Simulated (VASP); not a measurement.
# ScAlSbP3 (P-6m2) in VASP: a series of runs

Runs on ScAlSbP3. Level: PBE. Tasks: single point.

All numbers are computed with VASP 6.6.1; they aren't measurements. Logs are shortened: lines on timing, memory, paths and dates and some standing lists are left out, and cuts for length are marked.

### Step 1. The cell of the first run

Symmetry: P-6m2, No. 187, hexagonal system. Conventional cell: a = 6.094 Å, b = 6.094 Å, c = 3.846 Å, α = 90.00°, β = 90.00°, γ = 120.00°. Within 4.6 Å of Sc (site symmetry -6m2) lie 3 Al at 3.52 Å and 3 Sb at 3.52 Å and 12 P at 3.61 Å and 2 Sc at 3.85 Å. Within 3.3 Å of Al (site symmetry -6m2) lie 6 P at 2.48 Å. Within 3.6 Å of Sb (site symmetry -6m2) lie 6 P at 2.74 Å and 3 Sc at 3.52 Å and 3 Al at 3.52 Å. Within 3.4 Å of P (site symmetry mm2) lie 2 Al at 2.48 Å and 4 P at 2.71 to 3.39 Å and 2 Sb at 2.74 Å.

The cell was built from a structure type or drawn by symmetry, and may not be a known phase.

### Step 2. Single point, PBE

The input, INCAR:

```
ALGO = Normal
EDIFF = 1E-6
ENCUT = 520
GGA = PE
ISIF = 2
ISMEAR = 0
LASPH = T
LCHARG = T
LELF = T
LREAL = F
LVHAR = T
LWAVE = F
NBANDS = 26
NELM = 60
PREC = Accurate
SIGMA = 0.1
```

The input, KPOINTS:

```
k-points
0
Gamma
  3 3 4
```

The input, POSCAR:

```
ScAlSbP3
1.0
    6.0937282587      0.0000000000      0.0000000000
   -3.0468641293      5.2773234758      0.0000000000
    0.0000000000      0.0000000000      3.8456620585
Sc Al Sb P
1 1 1 3
Direct
    0.0000000000      0.0000000000      0.0000000000
    0.6666666667      0.3333333333      0.0000000000
    0.3333333333      0.6666666667      0.0000000000
   -0.0370400269      0.4814799866      0.5000000000
    0.5185200134      0.4814799866      0.5000000000
    0.5185200134      1.0370400269      0.5000000000
```

Potentials or basis: VASP PAW PBE potentials, release 64 (Sc_sv, Al, Sb, P).

Run with:

```sh
cat potpaw_PBE.64/Sc_sv/POTCAR potpaw_PBE.64/Al/POTCAR potpaw_PBE.64/Sb/POTCAR potpaw_PBE.64/P/POTCAR > POTCAR
mpirun -np 1 vasp_std > vasp.out
```

OUTCAR:

```text
EDIFF = 1E-6
   ENCUT = 520
   GGA = PE
   ISIF = 2
   ISMEAR = 0
   LASPH = T
   LREAL = F
   NELM = 60
   PREC = Accurate

 ion  position               nearest neighbor table
   1  0.000  0.000  0.000-   3 3.52   3 3.52   3 3.52
   2  0.667  0.333  0.000-   6 2.48   6 2.48   4 2.48   4 2.48   5 2.48   5 2.48   3 3.52   3 3.52
                             3 3.52
   3  0.333  0.667  0.000-   5 2.74   5 2.74   6 2.74   6 2.74   4 2.74   4 2.74   1 3.52   2 3.52
                             2 3.52   1 3.52   1 3.52   2 3.52
   4  0.963  0.481  0.500-   2 2.48   2 2.48   5 2.71   6 2.71   3 2.74   3 2.74
   5  0.519  0.481  0.500-   2 2.48   2 2.48   6 2.71   4 2.71   3 2.74   3 2.74
   6  0.519  0.037  0.500-   2 2.48   2 2.48   5 2.71   4 2.71   3 2.74   3 2.74

  LATTYP: Found a hexagonal cell.
 ALAT       =     6.0937282587
 C/A-ratio  =     0.6310852561

  Lattice vectors:

 A1 = (   6.0937282587,   0.0000000000,   0.0000000000)
 A2 = (  -3.0468641293,   5.2773234758,   0.0000000000)
 A3 = (   0.0000000000,   0.0000000000,   3.8456620585)

Analysis of symmetry for initial positions (statically):
=====================================================================
 Subroutine PRICEL returns:
 Original cell was already a primitive cell.

 Routine SETGRP: Setting up the symmetry group for a
 hexagonal supercell.

 Subroutine GETGRP returns: Found 12 space group operations
 (whereof 12 operations were pure point group operations)
 out of a pool of 24 trial point group operations.

The static configuration has the point symmetry D_3h.

Analysis of symmetry for dynamics (positions and initial velocities):
=====================================================================
 Subroutine PRICEL returns:
 Original cell was already a primitive cell.

 Routine SETGRP: Setting up the symmetry group for a
 hexagonal supercell.

 Subroutine GETGRP returns: Found 12 space group operations
 (whereof 12 operations were pure point group operations)
 out of a pool of 24 trial point group operations.

The dynamic configuration has the point symmetry D_3h.

 Subroutine INISYM returns: Found 12 space group operations
 (whereof 12 operations are pure point group operations),
 and found     1 'primitive' translations

----------------------------------------------------------------------------------------

                                     Primitive cell

  volume of cell :     123.6710

  direct lattice vectors                    reciprocal lattice vectors
     6.093728259  0.000000000  0.000000000     0.164103150  0.094744998  0.000000000
    -3.046864129  5.277323476  0.000000000     0.000000000  0.189489995  0.000000000
     0.000000000  0.000000000  3.845662058     0.000000000  0.000000000  0.260033249

  length of vectors
     6.093728259  6.093728259  3.845662058     0.189489995  0.189489995  0.260033249

  position of ions in fractional coordinates (direct lattice)
     0.000000000  0.000000000  0.000000000
     0.666666667  0.333333333  0.000000000
     0.333333333  0.666666667  0.000000000
     0.962959973  0.481479987  0.500000000
     0.518520013  0.481479987  0.500000000
     0.518520013  0.037040027  0.500000000

  ion indices of the primitive-cell ions
   primitive index   ion index
                 1           1
                 2           2
                 3           3
                 4           4
                 5           5
                 6           6

----------------------------------------------------------------------------------------

 KPOINTS: k-points

Automatic generation of k-mesh.
 Grid dimensions read from file:
 generate k-points for:    3    3    4

 Generating k-lattice:

  Cartesian coordinates                     Fractional coordinates (reciprocal lattice)
     0.054701050  0.031581666  0.000000000     0.333333333 -0.000000000  0.000000000
     0.000000000  0.063163332  0.000000000     0.000000000  0.333333333  0.000000000
     0.000000000  0.000000000  0.065008312     0.000000000  0.000000000  0.250000000

  Length of vectors
     0.063163332  0.063163332  0.065008312

  Shift w.r.t. Gamma in fractional coordinates (k-lattice)
     0.000000000  0.000000000  0.000000000

 Subroutine IBZKPT returns following result:
 ===========================================

 Found      9 irreducible k-points:

 Following reciprocal coordinates:
            Coordinates               Weight
  0.000000  0.000000  0.000000      1.000000
  0.333333  0.000000  0.000000      6.000000
  0.333333  0.333333  0.000000      2.000000
  0.000000  0.000000  0.250000      2.000000
  0.333333  0.000000  0.250000     12.000000
  0.333333  0.333333  0.250000      4.000000
  0.000000  0.000000  0.500000      1.000000
  0.333333  0.000000  0.500000      6.000000
  0.333333  0.333333  0.500000      2.000000
   k-points           NKPTS =      9   k-points in BZ     NKDIM =      9   number of bands    NBANDS=     26
   number of dos      NEDOS =    301   number of ions     NIONS =      6
   total plane-waves  NPLWV =  69120
   dimension x,y,z NGX =    48 NGY =   48 NGZ =   30
   dimension x,y,z NGXF=    96 NGYF=   96 NGZF=   60
   ions per type =               1   1   1   3
   NGX,Y,Z   is equivalent  to a cutoff of  13.10, 13.10, 12.97 a.u.
   NGXF,Y,Z  is equivalent  to a cutoff of  26.19, 26.19, 25.94 a.u.
 SYSTEM =  unknown system
   PREC   = accura    normal or accurate (medium, high low for compatibility)
   ISTART =      0    job   : 0-new  1-cont  2-samecut
   ICHARG =      2    charge: 1-file 2-atom 10-const
   ISPIN  =      1    spin polarized calculation?
   LNONCOLLINEAR =      F non collinear calculations
   LSORBIT =      F    spin-orbit coupling
   LASPH  =      T    aspherical Exc in radial PAW
   ENCUT  =  520.0 eV  38.22 Ry    6.18 a.u.  11.33 11.33  7.15*2*pi/ulx,y,z
   NELM   =     60;   NELMIN=  2; NELMDL= -5     # of ELM steps
   EDIFF  = 0.1E-05   stopping-criterion for ELM
   LREAL  =      F    real-space projection
   EDIFFG = 0.1E-04   stopping-criterion for IOM
   NSW    =      0    number of steps for IOM
   IBRION =     -1    ionic relax: 0-MD 1-quasi-New 2-CG
   NFREE  =      0    steps in history (QN), initial steepest desc. (CG)
   ISIF   =      2    stress and relaxation
   ISYM   =      2    0-nonsym 1-usesym 2-fastsym
   POTIM  = 0.5000    time-step for ionic-motion
   TEBEG  =    0.0;   TEEND  =   0.0 temperature during run
   PSTRESS=    0.0 pullay stress
   NELECT =      34.0000    total number of electrons
   NUPDOWN=      -1.0000    fix difference up-down
   EMIN   =  10.00;   EMAX   =-10.00  energy-range for DOS
   EFERMI =   0.00;   METHOD = LEGACY
   ISMEAR =     0;   SIGMA  =   0.10  broadening in eV -4-tet -1-fermi 0-gaus
   EFERMI_NEDOS =   21; number of points for ismear=-14 and -15
   IALGO  =     38    algorithm
   IMIX   =      4    mixing-type and parameters
     AMIX     =   0.40;   BMIX     =  1.00
     AMIX_MAG =   1.60;   BMIX_MAG =  1.00
  volume/ion in A,a.u.               =      20.61       139.10
  Fermi-wavevector in a.u.,A,eV,Ry     =   1.064499  2.011611 15.417546  1.133158
  Thomas-Fermi vector in A             =   2.200019
   LORBIT       =      0    0 simple, 1 ext, 2 COOP (PROOUT), +10 PAW based schemes
   GGA     = PE    functional components
   LHFCALC =     F    Hartree Fock is set to
   AEXX    =    0.0000 exact exchange contribution
   IVDW    =     0    specifies the selected vdW correction
   LEPSILON=     F    determine dielectric tensor
   LRPA    =     F    only Hartree local field effects (RPA)
 non-spin polarized calculation
 Gauss-broadening in eV      SIGMA  =   0.10
  energy-cutoff  :      520.00
  volume of cell :      123.67
 maximum number of plane-waves:      3375
 NGX is ok and might be reduce to    48
   NGX = 23   NGY = 23   NGZ = 15

 number of electron      33.9999997 magnetization

 Free energy of the ion-electron system (eV)
  ---------------------------------------------------
  ext. energy  EPLUGINS =         0.00000000
  ---------------------------------------------------
  free energy    TOTEN  =       -28.51825109 eV

  energy without entropy =      -28.48244465  energy(sigma->0) =      -28.50034787

 E-fermi :   6.9366     XC(G=0): -10.0482

 val. band max:        6.8858101091   @ k =   0.3333   0.3333   0.5000
 cond. band min:       6.9488040988   @ k =   0.3333   0.0000   0.0000
 fundamental gap:      0.0629939897
 Fermi energy:         6.9365698922

 k-point     1 :       0.0000    0.0000    0.0000
  band No.  band energies     occupation
      1     -44.0501      2.00000
      2     -22.6404      2.00000
      3     -22.6404      2.00000
      4     -22.6173      2.00000
      5      -7.1392      2.00000
      6      -3.2416      2.00000
[... 18 lines left out ...]
     25       8.8775      0.00000
     26       9.3603      0.00000

 k-point     2 :       0.3333    0.0000    0.0000
  band No.  band energies     occupation
      1     -44.0501      2.00000
      2     -22.6406      2.00000
      3     -22.6405      2.00000
      4     -22.6173      2.00000
      5      -6.7345      2.00000
      6      -5.1372      2.00000
[... 18 lines left out ...]
     25       8.9485      0.00000
     26       9.0229      0.00000

 k-point     3 :       0.3333    0.3333    0.0000
  band No.  band energies     occupation
      1     -44.0501      2.00000
      2     -22.6407      2.00000
      3     -22.6406      2.00000
      4     -22.6173      2.00000
      5      -6.1731      2.00000
      6      -5.9558      2.00000
[... 137 lines left out ...]
 k-point     8 :       0.3333    0.0000    0.5000
  band No.  band energies     occupation
      1     -44.0482      2.00000
      2     -22.6508      2.00000
      3     -22.6375      2.00000
      4     -22.6373      2.00000
      5      -5.4947      2.00000
      6      -3.4279      2.00000
[... 18 lines left out ...]
     25       9.5446      0.00000
     26       9.7477      0.00000

 k-point     9 :       0.3333    0.3333    0.5000
  band No.  band energies     occupation
      1     -44.0482      2.00000
      2     -22.6508      2.00000
      3     -22.6375      2.00000
      4     -22.6374      2.00000
      5      -5.2778      2.00000
      6      -3.8873      2.00000
[... 18 lines left out ...]
     25       9.0333      0.00000
     26      11.0176      0.00000

------------------------ aborting loop because EDIFF is reached ----------------------------------------

  FORCE on cell =-STRESS in cart. coord.  units (eV):
  Direction    XX          YY          ZZ          XY          YZ          ZX
  --------------------------------------------------------------------------------------
  -------------------------------------------------------------------------------------
  Total        0.0142815      0.0142815      0.1150823      0.0000000      0.0000000      0.0000000
  in kB        0.1850187      0.1850187      1.4909094      0.0000000      0.0000000      0.0000000
  external PRESSURE =       0.6203156 kB  Pullay stress =       0.0000000 kB

 VOLUME and BASIS-vectors are now :
 -----------------------------------------------------------------------------
  energy-cutoff  :      520.00
  volume of cell :      123.67
      direct lattice vectors                 reciprocal lattice vectors
     6.093728259  0.000000000  0.000000000     0.164103150  0.094744998  0.000000000
    -3.046864129  5.277323476  0.000000000     0.000000000  0.189489995  0.000000000
     0.000000000  0.000000000  3.845662058     0.000000000  0.000000000  0.260033249

 POSITION                                       TOTAL-FORCE (eV/Angst)
 -----------------------------------------------------------------------------------
      0.00000      0.00000      0.00000         0.000000     -0.000000      0.000000
      3.04686      1.75911      0.00000         0.000000     -0.000000      0.000000
     -0.00000      3.51822      0.00000         0.000000     -0.000000      0.000000
      4.40101      2.54093      1.92283        -0.025633     -0.014799     -0.000000
      1.69272      2.54093      1.92283         0.025633     -0.014799     -0.000000
      3.04686      0.19547      1.92283         0.000000      0.029599      0.000000
 -----------------------------------------------------------------------------------
    total drift:                                0.000000     -0.000000     -0.000000

  FREE ENERGIE OF THE ION-ELECTRON SYSTEM (eV)
  ---------------------------------------------------
  free  energy   TOTEN  =       -28.5182510851 eV

  energy  without entropy=      -28.4824446526  energy(sigma->0) =      -28.50034787
```

Run time: 46 s. Hardware: 1 thread of Intel Xeon Platinum 8488C (Sapphire Rapids), shared host; peak memory 0.26 GiB.

What came out:

```yaml
Free_energy: -28.5183 eV
Pressure: 0.1 GPa
Largest_force: 0.030 eV/Å
Band_gap_on_the_k_mesh: zero (bands 17 and 18 overlap by 1.07 eV)
```

Forces on the atoms (eV/Å):
```
Sc   0.000  0.000  0.000
Al   0.000  0.000  0.000
Sb   0.000  0.000  0.000
P   -0.026 -0.015  0.000
P    0.026 -0.015  0.000
P    0.000  0.030  0.000
```

Caveat: the k points lie up to 0.41 Å⁻¹ apart, too coarse for converged energies and pressures of a metal; spin-orbit coupling is left out, which moves the levels of the heavy elements.

### Step 3. Single point, PBE

This run uses another cell than the first one, of 21.30 Å³/atom.

The input, INCAR:

```
SYSTEM = ScAlSbP3
ALGO = Normal
EDIFF = 1E-6
ENCUT = 520
GGA = PE
ISIF = 2
ISMEAR = 0
LASPH = .True.
LCHARG = .False.
LREAL = .False.
LWAVE = .False.
NBANDS = 26
NELM = 60
PREC = Accurate
SIGMA = 0.1
```

The input, KPOINTS:

```
k-points
0
Gamma
  3 3 4
  0 0 0
```

The input, POSCAR:

```
ScAlSbP3
1.0
    6.1848769600      0.0000000000      0.0000000000
   -3.0924384800      5.3562605600      0.0000000000
    0.0000000000      0.0000000000      3.8572911900
Sc Al Sb P
1 1 1 3
Direct
    0.0000000000      0.0000000000      0.0000000000
    0.6666666700      0.3333333300      0.0000000000
    0.3333333300      0.6666666700      0.0000000000
    0.0129650000      0.5064825000      0.5000000000
    0.4935175000      0.5064825000      0.5000000000
    0.4935175000      0.9870350000      0.5000000000
```

Potentials or basis: VASP PAW PBE potentials, release 64 (Sc_sv, Al, Sb, P).

Run with:

```sh
cat potpaw_PBE.64/Sc_sv/POTCAR potpaw_PBE.64/Al/POTCAR potpaw_PBE.64/Sb/POTCAR potpaw_PBE.64/P/POTCAR > POTCAR
mpirun -np 1 vasp_std > vasp.out
```

It took 32 s on 1 thread of Intel Xeon Platinum 8488C (Sapphire Rapids), shared host; peak memory 0.26 GiB.

It converged, with:

```yaml
Free_energy: -27.4859 eV
Pressure: -0.1 GPa
Largest_force: 2.555 eV/Å
Band_gap_on_the_k_mesh: zero (bands 17 and 18 overlap by 1.19 eV)
```

Forces on the atoms (eV/Å):
```
Sc   0.000  0.000  0.000
Al   0.000  0.000  0.000
Sb   0.000  0.000  0.000
P   -2.212 -1.277  0.000
P    2.212 -1.277  0.000
P    0.000  2.555  0.000
```

Stress tensor (GPa, compression positive):
```
-0.31  0.00  0.00
 0.00 -0.31  0.00
 0.00  0.00  0.43
```

Levels at points of the mesh, in eV from the Fermi level:
```tsv
k point	band 15	band 16	band 17	band 18	band 19	band 20
(0.00, 0.00, 0.00)	-1.04	0.07	0.07	0.57	0.64	0.64
(0.00, 0.00, 0.50)	-0.59	-0.59	0.85	0.85	0.89	1.07
```

Caveat: the k points lie up to 0.41 Å⁻¹ apart, too coarse for converged energies and pressures of a metal; spin-orbit coupling is left out, which moves the levels of the heavy elements; forces of over 1 eV/Å act on the atoms, so gaps and moduli don't describe the material at rest.
